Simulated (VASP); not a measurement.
# GaAs2 (R-3m) in VASP: single point with PBE

Aim: the single point of GaAs2 with PBE.

All numbers are computed with VASP 6.6.1; they aren't measurements. Logs are shortened: lines on timing, memory, paths and dates and some standing lists are left out, and cuts for length are marked.

## Step 1: The cell of the first run

It takes space group R-3m (No. 166, trigonal). Conventional cell: a = 3.726 Å, b = 3.726 Å, c = 15.715 Å, α = 90.00°, β = 90.00°, γ = 120.00°. Ga (site symmetry -3m) has 8 As at 2.81 to 3.43 Å and 6 Ga at 3.73 Å within 3.8 Å. As (site symmetry 3m) has 3 As at 2.69 Å and 4 Ga at 2.81 to 3.43 Å within 3.5 Å.

The cell was generated, and may not be a known phase.

## Step 2: Single point, PBE

INCAR reads:

```
SYSTEM = GaAs2
  PREC = Accurate
  ENCUT = 500
  EDIFF = 1E-6
  ISMEAR = 0
  SIGMA = 0.2
  LREAL = .False.
  LASPH = .True.
  NELM = 120
  ALGO = Normal
  ISIF = 2
  LWAVE = .False.
  LCHARG = .False.
  GGA = PE
  NBANDS = 18
  GGA_COMPAT = .False.
```

KPOINTS reads:

```
Automatic mesh
0
Gamma
  5 5 5
  0 0 0
```

POSCAR reads:

```
GaAs2
1.0
    1.8631686716      1.0757009341      5.2384424392
   -1.8631686716      1.0757009341      5.2384424392
    0.0000000000     -2.1514018682      5.2384424392
Ga As
1 2
Direct
    0.5000000000      0.5000000000      0.5000000000
    0.2820215864      0.2820215864      0.2820215864
    0.7179784136      0.7179784136      0.7179784136
```

Potentials or basis: VASP PAW PBE potentials, release 64 (Ga_d, As).

The run is started by

```bash
$ cat potpaw_PBE.64/Ga_d/POTCAR potpaw_PBE.64/As/POTCAR > POTCAR
$ mpirun -np 1 vasp_std > vasp.out
```

OUTCAR:

```text
SYSTEM = GaAs2
   PREC = Accurate
   ENCUT = 500
   EDIFF = 1E-6
   ISMEAR = 0
   LREAL = .False.
   LASPH = .True.
   NELM = 120
   ISIF = 2
   GGA = PE

 ion  position               nearest neighbor table
   1  0.500  0.500  0.500-   2 2.81   2 2.81   3 2.81   3 2.81   2 2.81   3 2.81
   2  0.282  0.282  0.282-   3 2.69   3 2.69   3 2.69   1 2.81   1 2.81   1 2.81
   3  0.718  0.718  0.718-   2 2.69   2 2.69   2 2.69   1 2.81   1 2.81   1 2.81

  LATTYP: Found a trigonal (rhomboedric) cell.
 ALAT       =     5.6630212067
 COS(alpha) =     0.7835099374

  Lattice vectors:

 A1 = (   1.8631686716,   1.0757009341,   5.2384424392)
 A2 = (  -1.8631686716,   1.0757009341,   5.2384424392)
 A3 = (   0.0000000000,  -2.1514018682,   5.2384424392)

Analysis of symmetry for initial positions (statically):
=====================================================================
 Subroutine PRICEL returns:
 Original cell was already a primitive cell.

 Routine SETGRP: Setting up the symmetry group for a
 trigonal (rhombohedral) supercell.

 Subroutine GETGRP returns: Found 12 space group operations
 (whereof 12 operations were pure point group operations)
 out of a pool of 12 trial point group operations.

The static configuration has the point symmetry D_3d.

Analysis of symmetry for dynamics (positions and initial velocities):
=====================================================================
 Subroutine PRICEL returns:
 Original cell was already a primitive cell.

 Routine SETGRP: Setting up the symmetry group for a
 trigonal (rhombohedral) supercell.

 Subroutine GETGRP returns: Found 12 space group operations
 (whereof 12 operations were pure point group operations)
 out of a pool of 12 trial point group operations.

The dynamic configuration has the point symmetry D_3d.

 Subroutine INISYM returns: Found 12 space group operations
 (whereof 12 operations are pure point group operations),
 and found     1 'primitive' translations

----------------------------------------------------------------------------------------

                                     Primitive cell

  volume of cell :      62.9937

  direct lattice vectors                    reciprocal lattice vectors
     1.863168672  1.075700934  5.238442439     0.268360030  0.154937735  0.063632146
    -1.863168672  1.075700934  5.238442439    -0.268360030  0.154937735  0.063632146
     0.000000000 -2.151401868  5.238442439     0.000000000 -0.309875471  0.063632146

  length of vectors
     5.663021207  5.663021207  5.663021207     0.316341362  0.316341362  0.316341362

  position of ions in fractional coordinates (direct lattice)
     0.500000000  0.500000000  0.500000000
     0.282021586  0.282021586  0.282021586
     0.717978414  0.717978414  0.717978414

  ion indices of the primitive-cell ions
   primitive index   ion index
                 1           1
                 2           2
                 3           3

----------------------------------------------------------------------------------------

 KPOINTS: Automatic mesh

Automatic generation of k-mesh.
 Grid dimensions read from file:
 generate k-points for:    5    5    5

 Generating k-lattice:

  Cartesian coordinates                     Fractional coordinates (reciprocal lattice)
     0.053672006  0.030987547  0.012726429     0.200000000  0.000000000  0.000000000
    -0.053672006  0.030987547  0.012726429     0.000000000  0.200000000  0.000000000
     0.000000000 -0.061975094  0.012726429     0.000000000  0.000000000  0.200000000

  Length of vectors
     0.063268272  0.063268272  0.063268272

  Shift w.r.t. Gamma in fractional coordinates (k-lattice)
     0.000000000  0.000000000  0.000000000

 Subroutine IBZKPT returns following result:
 ===========================================

 Found     19 irreducible k-points:

 Following reciprocal coordinates:
            Coordinates               Weight
  0.000000  0.000000  0.000000      1.000000
  0.200000  0.000000  0.000000      6.000000
  0.400000 -0.000000  0.000000      6.000000
  0.200000  0.200000  0.000000      6.000000
  0.400000  0.200000  0.000000     12.000000
 -0.400000  0.200000 -0.000000     12.000000
[... 11 lines left out ...]
  0.400000  0.400000  0.400000      2.000000
 -0.400000  0.400000  0.400000      6.000000
   k-points           NKPTS =     19   k-points in BZ     NKDIM =     19   number of bands    NBANDS=     18
   number of dos      NEDOS =    301   number of ions     NIONS =      3
   total plane-waves  NPLWV =  74088
   dimension x,y,z NGX =    42 NGY =   42 NGZ =   42
   dimension x,y,z NGXF=    84 NGYF=   84 NGZF=   84
   ions per type =               1   2
   NGX,Y,Z   is equivalent  to a cutoff of  12.33, 12.33, 12.33 a.u.
   NGXF,Y,Z  is equivalent  to a cutoff of  24.66, 24.66, 24.66 a.u.
 SYSTEM =  GaAs2
   PREC   = accura    normal or accurate (medium, high low for compatibility)
   ISTART =      0    job   : 0-new  1-cont  2-samecut
   ICHARG =      2    charge: 1-file 2-atom 10-const
   ISPIN  =      1    spin polarized calculation?
   LNONCOLLINEAR =      F non collinear calculations
   LSORBIT =      F    spin-orbit coupling
   LASPH  =      T    aspherical Exc in radial PAW
   ENCUT  =  500.0 eV  36.75 Ry    6.06 a.u.  10.32 10.32 10.32*2*pi/ulx,y,z
   NELM   =    120;   NELMIN=  2; NELMDL= -5     # of ELM steps
   EDIFF  = 0.1E-05   stopping-criterion for ELM
   LREAL  =      F    real-space projection
[... 7 lines left out ...]
   TEBEG  =    0.0;   TEEND  =   0.0 temperature during run
   PSTRESS=    0.0 pullay stress
   NELECT =      23.0000    total number of electrons
   NUPDOWN=      -1.0000    fix difference up-down
   EMIN   =  10.00;   EMAX   =-10.00  energy-range for DOS
   EFERMI =   0.00;   METHOD = LEGACY
   ISMEAR =     0;   SIGMA  =   0.20  broadening in eV -4-tet -1-fermi 0-gaus
   EFERMI_NEDOS =   21; number of points for ismear=-14 and -15
   IALGO  =     38    algorithm
   IMIX   =      4    mixing-type and parameters
     AMIX     =   0.40;   BMIX     =  1.00
     AMIX_MAG =   1.60;   BMIX_MAG =  1.00
  volume/ion in A,a.u.               =      21.00       141.70
  Fermi-wavevector in a.u.,A,eV,Ry     =   1.170088  2.211145 18.627806  1.369105
  Thomas-Fermi vector in A             =   2.306551
   LORBIT       =      0    0 simple, 1 ext, 2 COOP (PROOUT), +10 PAW based schemes
   GGA     = PE    functional components
   LHFCALC =     F    Hartree Fock is set to
   AEXX    =    0.0000 exact exchange contribution
   IVDW    =     0    specifies the selected vdW correction
   LEPSILON=     F    determine dielectric tensor
   LRPA    =     F    only Hartree local field effects (RPA)
 non-spin polarized calculation
 Gauss-broadening in eV      SIGMA  =   0.20
  energy-cutoff  :      500.00
  volume of cell :       62.99
 maximum number of plane-waves:      1613
 NGX is ok and might be reduce to    42
   NGX = 21   NGY = 21   NGZ = 21

 number of electron      23.0000000 magnetization

 Free energy of the ion-electron system (eV)
  ---------------------------------------------------
  ext. energy  EPLUGINS =         0.00000000
  ---------------------------------------------------
  free energy    TOTEN  =       -11.91698609 eV

  energy without entropy =      -11.89888662  energy(sigma->0) =      -11.90793636

 E-fermi :   5.1156     XC(G=0): -10.2348

 val. band max:        4.9200820250   @ k =  -0.4000   0.4000   0.0000
 cond. band min:       5.1680349852   @ k =   0.4000   0.2000   0.0000
 fundamental gap:      0.2479529602
 Fermi energy:         5.1156437728

 k-point     1 :       0.0000    0.0000    0.0000
  band No.  band energies     occupation
      1      -9.6964      2.00000
      2      -9.6721      2.00000
      3      -9.6721      2.00000
      4      -9.6425      2.00000
      5      -9.6425      2.00000
      6      -8.8347      2.00000
[... 10 lines left out ...]
     17      11.6275      0.00000
     18      13.2752      0.00000

 k-point     2 :       0.2000    0.0000    0.0000
  band No.  band energies     occupation
      1      -9.6970      2.00000
      2      -9.6779      2.00000
      3      -9.6683      2.00000
      4      -9.6471      2.00000
      5      -9.6351      2.00000
      6      -8.3459      2.00000
[... 10 lines left out ...]
     17      11.3727      0.00000
     18      12.6535      0.00000

 k-point     3 :       0.4000   -0.0000    0.0000
  band No.  band energies     occupation
      1      -9.7393      2.00000
      2      -9.6688      2.00000
      3      -9.6666      2.00000
      4      -9.6446      2.00000
      5      -9.6164      2.00000
      6      -6.9934      2.00000
[... 10 lines left out ...]
     17      12.4126      0.00000
     18      13.5102      0.00000

 k-point     4 :       0.2000    0.2000    0.0000
  band No.  band energies     occupation
      1      -9.6963      2.00000
      2      -9.6733      2.00000
      3      -9.6678      2.00000
      4      -9.6482      2.00000
      5      -9.6351      2.00000
      6      -8.3149      2.00000
[... 270 lines left out ...]
      4      -9.6411      2.00000
      5      -9.6165      2.00000
      6      -6.7979      2.00000
[... 10 lines left out ...]
     17      10.5569      0.00000
     18      11.8941      0.00000

 k-point    18 :       0.4000    0.4000    0.4000
  band No.  band energies     occupation
      1      -9.6711      2.00000
      2      -9.6711      2.00000
      3      -9.6696      2.00000
      4      -9.6425      2.00000
      5      -9.6425      2.00000
      6      -8.5050      2.00000
[... 10 lines left out ...]
     17      10.3448      0.00000
     18      11.5554      0.00000

 k-point    19 :      -0.4000    0.4000    0.4000
  band No.  band energies     occupation
      1      -9.7053      2.00000
      2      -9.6670      2.00000
      3      -9.6619      2.00000
      4      -9.6471      2.00000
      5      -9.6353      2.00000
      6      -7.9703      2.00000
[... 10 lines left out ...]
     17      10.6066      0.00000
     18      12.0721      0.00000

------------------------ aborting loop because EDIFF is reached ----------------------------------------

  FORCE on cell =-STRESS in cart. coord.  units (eV):
  Direction    XX          YY          ZZ          XY          YZ          ZX
  --------------------------------------------------------------------------------------
  -------------------------------------------------------------------------------------
  Total        0.0454635      0.0454635      0.1474394      0.0000000     -0.0000000      0.0000000
  in kB        1.1563165      1.1563165      3.7499641      0.0000000     -0.0000000      0.0000000
  external PRESSURE =       2.0208657 kB  Pullay stress =       0.0000000 kB

 VOLUME and BASIS-vectors are now :
 -----------------------------------------------------------------------------
  energy-cutoff  :      500.00
  volume of cell :       62.99
      direct lattice vectors                 reciprocal lattice vectors
     1.863168672  1.075700934  5.238442439     0.268360030  0.154937735  0.063632146
    -1.863168672  1.075700934  5.238442439    -0.268360030  0.154937735  0.063632146
     0.000000000 -2.151401868  5.238442439     0.000000000 -0.309875471  0.063632146

 POSITION                                       TOTAL-FORCE (eV/Angst)
 -----------------------------------------------------------------------------------
      0.00000      0.00000      7.85766         0.000000      0.000000      0.000000
      0.00000      0.00000      4.43206         0.000000      0.000000     -0.014903
      0.00000      0.00000     11.28327         0.000000     -0.000000      0.014903
 -----------------------------------------------------------------------------------
    total drift:                                0.000000      0.000000      0.000000

  FREE ENERGIE OF THE ION-ELECTRON SYSTEM (eV)
  ---------------------------------------------------
  free  energy   TOTEN  =       -11.9169860932 eV

  energy  without entropy=      -11.8988866183  energy(sigma->0) =      -11.90793636
```

It took 42 s on 1 thread of Intel Xeon 8259CL, shared host; peak memory 0.25 GiB.

What came out:

- Free energy: -11.9170 eV
- Pressure: 0.2 GPa
- Largest force: 0.015 eV/Å
- Band gap on the k mesh: zero (an odd number of electrons rules out a gap without spin polarisation)

Forces on the atoms (eV/Å):
```
Ga   0.000  0.000  0.000
As   0.000  0.000 -0.015
As   0.000  0.000  0.015
```

Stress tensor (GPa, compression positive):
```
0.12 0.00 0.00
0.00 0.12 0.00
0.00 0.00 0.37
```

Caveat: the k points lie up to 0.40 Å⁻¹ apart, too coarse for converged energies and pressures of a metal; an odd number of electrons without spin polarisation forces a metal; a magnetic or distorted state may lie lower.

The gap in the log of VASP goes by the Fermi energy; the results here count the filled bands.